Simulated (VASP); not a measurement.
# CdS (Greenockite) (P6_3mc) in VASP: notebook

CdS (Greenockite) is run at these levels: LDA, r2SCAN; tasks: single point, relaxation of cell and atoms.

All numbers are computed with VASP 6.6.1; they aren't measurements. Logs are shortened: lines on timing, memory, paths and dates and some standing lists are left out, and cuts for length are marked.

**The experiment to reproduce.**

From “Isotope dependence of band-gap energy”, 2008, arxiv:0807.2152, for a bulk crystal of CdS: band gap 2.5809 ± 0.0002 eV.

The runs below are set against these values where they give the same quantity.

### 1 The cell of the first run

The structure is hexagonal, space group P6_3mc (No. 186). Conventional cell: a = 4.165 Å, b = 4.165 Å, c = 6.766 Å, α = 90.00°, β = 90.00°, γ = 120.00°. Within 3.4 Å of Cd (site symmetry 3m) lie 4 S at 2.54 to 2.55 Å. Within 3.4 Å of S (site symmetry 3m) lie 4 Cd at 2.54 to 2.55 Å.

### 2 Single point, LDA

Input file INCAR:

```
SYSTEM = CdS
ALGO     = Normal         ! electronic algorithm
EDIFF    = 1E-6           ! SCF threshold, eV
ENCUT    = 520            ! plane-wave cutoff, eV
ISIF     = 2              ! what is computed and relaxed
ISMEAR   = 0              ! smearing method
LASPH    = .True.         ! aspherical terms in the spheres
LCHARG   = .True.         ! write CHGCAR
LELF     = .True.         ! ELF
LREAL    = .False.        ! projectors in reciprocal space
LVHAR    = .True.       
LWAVE    = .False.        ! write WAVECAR
NBANDS   = 26             ! bands
NELM     = 100            ! most SCF steps
PREC     = Accurate       ! precision mode
SIGMA    = 0.01           ! smearing width, eV
```

Input file KPOINTS:

```
k-points
0
Gamma
  12 12 4
  0 0 0
```

Input file POSCAR:

```
CdS
1.0
    4.1646212874      0.0000000000      0.0000000000
   -2.0823106437      3.6066678320      0.0000000000
    0.0000000000      0.0000000000      6.7659752894
Cd S
2 2
Direct
    0.3333333333      0.6666666667     -0.0009650946
    0.6666666667      0.3333333333      0.4990349054
    0.3333333333      0.6666666667      0.3759650946
    0.6666666667      0.3333333333      0.8759650946
```

Potentials or basis: VASP PAW LDA potentials, release 64 (Cd, S).

On the command line:

```console
cat potpaw_LDA.64/Cd/POTCAR potpaw_LDA.64/S/POTCAR > POTCAR
mpirun -np 1 vasp_std > vasp.out
```

OUTCAR:

```text
SYSTEM = CdS
   EDIFF = 1E-6
   ENCUT = 520
   ISIF = 2
   ISMEAR = 0
   LASPH = .True.
   LREAL = .False.
   NELM = 100
   PREC = Accurate

 ion  position               nearest neighbor table
   1  0.333  0.667  0.999-   4 2.54   4 2.54   4 2.54   3 2.55
   2  0.667  0.333  0.499-   3 2.54   3 2.54   3 2.54   4 2.55
   3  0.333  0.667  0.376-   2 2.54   2 2.54   2 2.54   1 2.55
   4  0.667  0.333  0.876-   1 2.54   1 2.54   1 2.54   2 2.55

  LATTYP: Found a hexagonal cell.
 ALAT       =     4.1646212874
 C/A-ratio  =     1.6246315865

  Lattice vectors:

 A1 = (   4.1646212874,   0.0000000000,   0.0000000000)
 A2 = (  -2.0823106437,   3.6066678320,   0.0000000000)
 A3 = (   0.0000000000,   0.0000000000,   6.7659752894)

Analysis of symmetry for initial positions (statically):
=====================================================================
 Subroutine PRICEL returns:
 Original cell was already a primitive cell.

 Routine SETGRP: Setting up the symmetry group for a
 hexagonal supercell.

 Subroutine GETGRP returns: Found 12 space group operations
 (whereof  6 operations were pure point group operations)
 out of a pool of 24 trial point group operations.

The static configuration has the point symmetry C_3v.
 The point group associated with its full space group is C_6v.

Analysis of symmetry for dynamics (positions and initial velocities):
=====================================================================
 Subroutine PRICEL returns:
 Original cell was already a primitive cell.

 Routine SETGRP: Setting up the symmetry group for a
 hexagonal supercell.

 Subroutine GETGRP returns: Found 12 space group operations
 (whereof  6 operations were pure point group operations)
 out of a pool of 24 trial point group operations.

The dynamic configuration has the point symmetry C_3v.
 The point group associated with its full space group is C_6v.

 Subroutine INISYM returns: Found 12 space group operations
 (whereof  6 operations are pure point group operations),
 and found     1 'primitive' translations

----------------------------------------------------------------------------------------

                                     Primitive cell

  volume of cell :     101.6277

  direct lattice vectors                    reciprocal lattice vectors
     4.164621287  0.000000000  0.000000000     0.240117872  0.138632118  0.000000000
    -2.082310644  3.606667832  0.000000000     0.000000000  0.277264236  0.000000000
     0.000000000  0.000000000  6.765975289     0.000000000  0.000000000  0.147798352

  length of vectors
     4.164621287  4.164621287  6.765975289     0.277264236  0.277264236  0.147798352

  position of ions in fractional coordinates (direct lattice)
     0.333333333  0.666666667  0.999034905
     0.666666667  0.333333333  0.499034905
     0.333333333  0.666666667  0.375965095
     0.666666667  0.333333333  0.875965095

  ion indices of the primitive-cell ions
   primitive index   ion index
                 1           1
                 2           2
                 3           3
                 4           4

----------------------------------------------------------------------------------------

 KPOINTS: k-points

Automatic generation of k-mesh.
 Grid dimensions read from file:
 generate k-points for:   12   12    4

 Generating k-lattice:

  Cartesian coordinates                     Fractional coordinates (reciprocal lattice)
     0.020009823  0.011552676  0.000000000     0.083333333  0.000000000  0.000000000
     0.000000000  0.023105353  0.000000000     0.000000000  0.083333333  0.000000000
     0.000000000  0.000000000  0.036949588     0.000000000  0.000000000  0.250000000

  Length of vectors
     0.023105353  0.023105353  0.036949588

  Shift w.r.t. Gamma in fractional coordinates (k-lattice)
     0.000000000  0.000000000  0.000000000

 Subroutine IBZKPT returns following result:
 ===========================================

 Found     57 irreducible k-points:

 Following reciprocal coordinates:
            Coordinates               Weight
  0.000000  0.000000  0.000000      1.000000
  0.083333 -0.000000  0.000000      6.000000
  0.166667 -0.000000  0.000000      6.000000
  0.250000  0.000000  0.000000      6.000000
  0.333333 -0.000000  0.000000      6.000000
  0.416667 -0.000000  0.000000      6.000000
[... 16 lines left out ...]
  0.250000  0.000000  0.250000     12.000000
  0.333333 -0.000000  0.250000     12.000000
 [... further k-points ...]
   k-points           NKPTS =     57   k-points in BZ     NKDIM =     57   number of bands    NBANDS=     26
   number of dos      NEDOS =    301   number of ions     NIONS =      4
   total plane-waves  NPLWV =  51200
   dimension x,y,z NGX =    32 NGY =   32 NGZ =   50
   dimension x,y,z NGXF=    64 NGYF=   64 NGZF=  100
   ions per type =               2   2
   NGX,Y,Z   is equivalent  to a cutoff of  12.77, 12.77, 12.29 a.u.
[... 65 lines left out ...]
 Fermi energy:         1.0073300380

 k-point     1 :       0.0000    0.0000    0.0000
  band No.  band energies     occupation
      1     -11.2937      2.00000
      2     -10.8660      2.00000
      3      -6.7511      2.00000
      4      -6.7455      2.00000
      5      -6.7455      2.00000
      6      -6.6662      2.00000
[... 18 lines left out ...]
     25       8.3226      0.00000
     26       8.3226      0.00000

 k-point     2 :       0.0833   -0.0000    0.0000
  band No.  band energies     occupation
      1     -11.2689      2.00000
      2     -10.8549      2.00000
      3      -6.7455      2.00000
      4      -6.7354      2.00000
      5      -6.7259      2.00000
      6      -6.6554      2.00000
[... 18 lines left out ...]
     25       8.2688      0.00000
     26       8.4724      0.00000

 k-point     3 :       0.1667   -0.0000    0.0000
  band No.  band energies     occupation
      1     -11.1997      2.00000
      2     -10.8258      2.00000
      3      -6.7218      2.00000
      4      -6.7094      2.00000
      5      -6.6756      2.00000
      6      -6.6207      2.00000
[... 18 lines left out ...]
     25       8.2170      0.00000
     26       8.8862      0.00000

 k-point     4 :       0.2500    0.0000    0.0000
  band No.  band energies     occupation
      1     -11.1015      2.00000
      2     -10.7892      2.00000
      3      -6.6927      2.00000
      4      -6.6785      2.00000
      5      -6.6001      2.00000
      6      -6.5623      2.00000
[... 18 lines left out ...]
     25       8.6942      0.00000
     26       9.2287      0.00000

 k-point     5 :       0.3333   -0.0000    0.0000
  band No.  band energies     occupation
      1     -10.9968      2.00000
      2     -10.7587      2.00000
      3      -6.6701      2.00000
      4      -6.6545      2.00000
      5      -6.5366      2.00000
      6      -6.5109      2.00000
[... 18 lines left out ...]
     25       9.0397      0.00000
     26       9.4983      0.00000

 k-point     6 :       0.4167   -0.0000    0.0000
  band No.  band energies     occupation
      1     -10.9119      2.00000
      2     -10.7445      2.00000
      3      -6.6583      2.00000
      4      -6.6416      2.00000
      5      -6.4894      2.00000
      6      -6.4747      2.00000
[... 427 lines left out ...]
 k-point    21 :       0.0833   -0.0000    0.2500
  band No.  band energies     occupation
      1     -11.2064      2.00000
      2     -10.9128      2.00000
      3      -6.7282      2.00000
      4      -6.7263      2.00000
      5      -6.6930      2.00000
      6      -6.6697      2.00000
[... 18 lines left out ...]
     25       8.1829      0.00000
     26       8.2124      0.00000

 k-point    22 :       0.1667   -0.0000    0.2500
  band No.  band energies     occupation
      1     -11.1424      2.00000
      2     -10.8770      2.00000
      3      -6.7048      2.00000
      4      -6.6978      2.00000
      5      -6.6573      2.00000
      6      -6.6307      2.00000
[... 18 lines left out ...]
     25       8.3137      0.00000
     26       8.5844      0.00000

 k-point    23 :       0.2500    0.0000    0.2500
  band No.  band energies     occupation
      1     -11.0523      2.00000
      2     -10.8305      2.00000
      3      -6.6807      2.00000
      4      -6.6625      2.00000
      5      -6.6106      2.00000
      6      -6.5802      2.00000
[... 18 lines left out ...]
     25       8.4430      0.00000
     26       9.1546      0.00000

 k-point    24 :       0.3333   -0.0000    0.2500
  band No.  band energies     occupation
      1     -10.9575      2.00000
      2     -10.7885      2.00000
      3      -6.6649      2.00000
      4      -6.6331      2.00000
      5      -6.5692      2.00000
      6      -6.5309      2.00000
[... 18 lines left out ...]
     25       8.5773      0.00000
     26       9.7771      0.00000

 [... further k-points ...]

------------------------ aborting loop because EDIFF is reached ----------------------------------------

  FORCE on cell =-STRESS in cart. coord.  units (eV):
  Direction    XX          YY          ZZ          XY          YZ          ZX
  --------------------------------------------------------------------------------------
  -------------------------------------------------------------------------------------
  Total       -2.1254588     -2.1254588     -2.0530843      0.0000000      0.0000000      0.0000000
  in kB      -33.5082087    -33.5082087    -32.3672127      0.0000000      0.0000000      0.0000000
  external PRESSURE =     -33.1278767 kB  Pullay stress =       0.0000000 kB

 VOLUME and BASIS-vectors are now :
 -----------------------------------------------------------------------------
  energy-cutoff  :      520.00
  volume of cell :      101.63
      direct lattice vectors                 reciprocal lattice vectors
     4.164621287  0.000000000  0.000000000     0.240117872  0.138632118  0.000000000
    -2.082310644  3.606667832  0.000000000     0.000000000  0.277264236  0.000000000
     0.000000000  0.000000000  6.765975289     0.000000000  0.000000000  0.147798352

 POSITION                                       TOTAL-FORCE (eV/Angst)
 -----------------------------------------------------------------------------------
     -0.00000      2.40445      6.75945         0.000000      0.000000      0.001473
      2.08231      1.20222      3.37646        -0.000000     -0.000000      0.001473
     -0.00000      2.40445      2.54377        -0.000000      0.000000     -0.001473
      2.08231      1.20222      5.92676         0.000000     -0.000000     -0.001473
 -----------------------------------------------------------------------------------
    total drift:                               -0.000000     -0.000000     -0.000991

  FREE ENERGIE OF THE ION-ELECTRON SYSTEM (eV)
  ---------------------------------------------------
  free  energy   TOTEN  =       -14.7611976290 eV

  energy  without entropy=      -14.7611976290  energy(sigma->0) =      -14.76119763
```

It took 68 s on 1 thread of AMD EPYC 9R45 (Zen 5), shared host; peak memory 0.23 GiB.

What came out:

```
Free energy            : -14.7612 eV
Pressure               : -3.3 GPa
Band gap on the k mesh : 0.91 eV, direct
```

A k mesh can miss the band edges.

### 3 Relaxation of cell and atoms, LDA

This run uses another cell than the first one, of 26.04 Å³/atom, 1.025 times its volume.

Input file INCAR:

```
SYSTEM = CdS
  ALGO = Normal
  EDIFF = 1E-6
  EDIFFG = -0.005
  ENCUT = 600
  GGA = CA
  IBRION = 2
  ISIF = 3
  ISMEAR = -1
  LASPH = .TRUE.
  LCHARG = .FALSE.
  LREAL = .FALSE.
  LWAVE = .FALSE.
  NELM = 60
  NSW = 80
  PREC = Accurate
  SIGMA = 0.02
```

Input file KPOINTS:

```
k-points
0
G
  6 6 4
  0 0 0
```

Input file POSCAR:

```
CdS
1.0
    4.1969590536      0.0000000000      0.0000000000
   -2.0984795268      3.6346731591      0.0000000000
    0.0000000000      0.0000000000      6.8279107376
Cd S
2 2
Direct
    0.3333333333      0.6666666667     -0.0008015501
    0.6666666667      0.3333333333      0.4991984499
    0.3333333333      0.6666666667      0.3758015501
    0.6666666667      0.3333333333      0.8758015501
```

Potentials or basis: VASP PAW LDA potentials, release 64 (Cd, S).

On the command line:

```console
cat potpaw_LDA.64/Cd/POTCAR potpaw_LDA.64/S/POTCAR > POTCAR
mpirun -np 1 vasp_std > vasp.out
```

Wall time 1.8 min (1 thread of AMD EPYC 9R45 (Zen 5), shared host); peak memory 0.21 GiB.

The run converged. Its results:

```yaml
Free_energy: -14.8185 eV
Relaxed_volume: 24.04 Å³/atom
Relaxed_cell: a = 4.086 Å, b = 4.086 Å, c = 6.649 Å, α = 90.00°, β = 90.00°, γ = 120.00°
Space_group_after_relaxing_to_0.05_Å: P6_3mc (No. 186)
Energy_gained_by_relaxing: 30.4 meV/atom
Ionic_steps: 6
Pressure_after_relaxing: 0.0 GPa
Largest_force_after_relaxing: 0.005 eV/Å
Band_gap_on_the_k_mesh: 1.04 eV, direct
```

Forces on the atoms (eV/Å):
```
Cd   0.000  0.000  0.005
Cd   0.000  0.000  0.005
S    0.000  0.000 -0.005
S    0.000  0.000 -0.005
```

The path:
```tsv
step	energy change (eV)	largest force (eV/Å)	pressure (GPa)	volume (Å³)
1	0.0000	0.0002	-4.52	104.16
2	-0.1053	0.0118	2.03	93.48
3	-0.1218	0.0078	-0.01	96.13
4	-0.1217	0.0080	0.11	95.98
5	-0.1218	0.0038	-0.04	96.19
6	-0.1218	0.0048	0.00	96.15
```

Final structure:
```xyz
4
Lattice="4.0862 0.0000 0.0000 -2.0431 3.5388 0.0000 0.0000 0.0000 6.6489" Properties=species:S:1:pos:R:3 pbc="T T T"
Cd    0.0000    2.3592    6.6439
Cd    2.0431    1.1796    3.3194
S     0.0000    2.3592    2.4984
S     2.0431    1.1796    5.8229
```

Levels at points of the mesh, in eV from the valence-band top:
| k point | band 16 | band 17 | band 18 | band 19 | band 20 | band 21 |
| --- | --- | --- | --- | --- | --- | --- |
| (0.00, 0.00, 0.00) | -0.05 | 0.00 | 0.00 | 1.04 | 2.61 | 6.28 |
| (0.50, 0.00, 0.00) | -2.04 | -1.43 | -0.83 | 3.60 | 3.66 | 4.88 |
| (0.00, 0.00, 0.50) | -0.43 | -0.43 | -0.43 | 2.71 | 2.71 | 6.01 |
| (0.50, 0.00, 0.50) | -1.47 | -1.45 | -1.45 | 3.27 | 3.27 | 5.21 |

A hybrid or GW would open this gap; LDA tends to underestimate it. Zero-point motion and thermal expansion aren't in these numbers.

### 4 Single point, r2SCAN

Input file POSCAR:

```
CdS
1.0
    4.1646212874      0.0000000000      0.0000000000
   -2.0823106437      3.6066678320      0.0000000000
    0.0000000000      0.0000000000      6.7659752894
Cd S
2 2
Direct
    0.3333333333      0.6666666667     -0.0009650946
    0.6666666667      0.3333333333      0.4990349054
    0.3333333333      0.6666666667      0.3759650946
    0.6666666667      0.3333333333      0.8759650946
```

Input file INCAR.step1:

```
SYSTEM = CdS
PREC     = Accurate       ! precision mode
ENCUT    = 520            ! plane-wave cutoff, eV
ISMEAR   = 0              ! smearing method
SIGMA    = 0.01           ! smearing width, eV
LREAL    = .False.        ! projectors in reciprocal space
LASPH    = .True.         ! aspherical terms in the spheres
NELM     = 100            ! most SCF steps
NBANDS   = 26             ! bands
GGA      = PE             ! functional
ALGO     = Normal         ! electronic algorithm
EDIFF    = 1E-4           ! SCF threshold, eV
LWAVE    = .True.         ! write WAVECAR
LCHARG   = .False.        ! write CHGCAR
```

Input file INCAR.step2:

```
SYSTEM = CdS
PREC     = Accurate       ! precision mode
ENCUT    = 520            ! plane-wave cutoff, eV
EDIFF    = 1E-7           ! SCF threshold, eV
ISMEAR   = 0              ! smearing method
SIGMA    = 0.01           ! smearing width, eV
LREAL    = .False.        ! projectors in reciprocal space
LASPH    = .True.         ! aspherical terms in the spheres
NELM     = 100            ! most SCF steps
ALGO     = Normal         ! electronic algorithm
ISIF     = 2              ! what is computed and relaxed
LWAVE    = .False.        ! write WAVECAR
LCHARG   = .False.        ! write CHGCAR
METAGGA  = R2SCAN         ! meta-GGA
LMIXTAU  = .True.       
NBANDS   = 26             ! bands
ISTART   = 1
```

Input file KPOINTS:

```
Automatic mesh
0
Gamma
  12 12 4
  0 0 0
```

Potentials or basis: VASP PAW PBE potentials, release 64 (Cd, S).

On the command line:

```console
cat potpaw_PBE.64/Cd/POTCAR potpaw_PBE.64/S/POTCAR > POTCAR
cp INCAR.step1 INCAR
mpirun -np 1 vasp_std > vasp.out
cp INCAR.step2 INCAR
mpirun -np 1 vasp_std > vasp.out
```

Wall time 6.1 min (1 thread of AMD EPYC 9R45 (Zen 5), shared host); peak memory 0.28 GiB.

It converged, with:

```
Free energy            : -59.3825 eV
Pressure               : 0.3 GPa
Band gap on the k mesh : 1.63 eV, direct
```

Levels at points of the mesh, in eV from the valence-band top:
| k point | band 16 | band 17 | band 18 | band 19 | band 20 | band 21 |
| --- | --- | --- | --- | --- | --- | --- |
| (0.00, 0.00, 0.00) | -0.04 | 0.00 | 0.00 | 1.63 | 3.22 | 6.99 |
| (0.50, 0.00, 0.00) | -1.85 | -1.26 | -0.74 | 4.15 | 4.25 | 5.43 |
| (0.00, 0.00, 0.50) | -0.38 | -0.38 | -0.38 | 3.26 | 3.26 | 6.62 |
| (0.50, 0.00, 0.50) | -1.33 | -1.30 | -1.30 | 3.87 | 3.87 | 5.79 |

Caveat: the PAW data sets were made with another functional, which shifts forces and pressure a little.

### 5 The runs side by side

```tsv
task	level	potentials or basis	cell	k mesh	cutoff (eV)	smearing	gap on the mesh (eV)	pressure (GPa)
single point	LDA	VASP PAW LDA potentials, release 64 (Cd, S)	a = 4.165, b = 4.165, c = 6.766 Å, angles 90.0, 90.0, 120.0°, 4 atoms	12 × 12 × 4	520	gaussian 0.01 eV	0.91	-3.3
relaxation of cell and atoms	LDA	VASP PAW LDA potentials, release 64 (Cd, S)	relaxed from a = 4.197, b = 4.197, c = 6.828 Å, angles 90.0, 90.0, 120.0°, 4 atoms	6 × 6 × 4	600	fermi-dirac 0.02 eV	1.04	0.0
single point	r2SCAN	VASP PAW PBE potentials, release 64 (Cd, S)	a = 4.165, b = 4.165, c = 6.766 Å, angles 90.0, 90.0, 120.0°, 4 atoms	12 × 12 × 4	520	gaussian 0.01 eV	1.63	0.3
```

Alike in all rows: no spin polarisation.

Caveats: the PAW data sets were made with another functional, which shifts forces and pressure a little (some runs).

Absolute energies hang on the potentials; compare differences alone.

### 6 Comparison with measurements

Step 4. Measured gap of CdS: 2.5809 eV (quoted in “Isotope dependence of band-gap energy”, 2008, arxiv:0807.2152). This calculation gives 1.63 eV (-0.95 eV). Spin-orbit coupling on Cd is left out. The value is that of r2SCAN on a finite k mesh, which can miss the band edges, without temperature or zero-point motion.
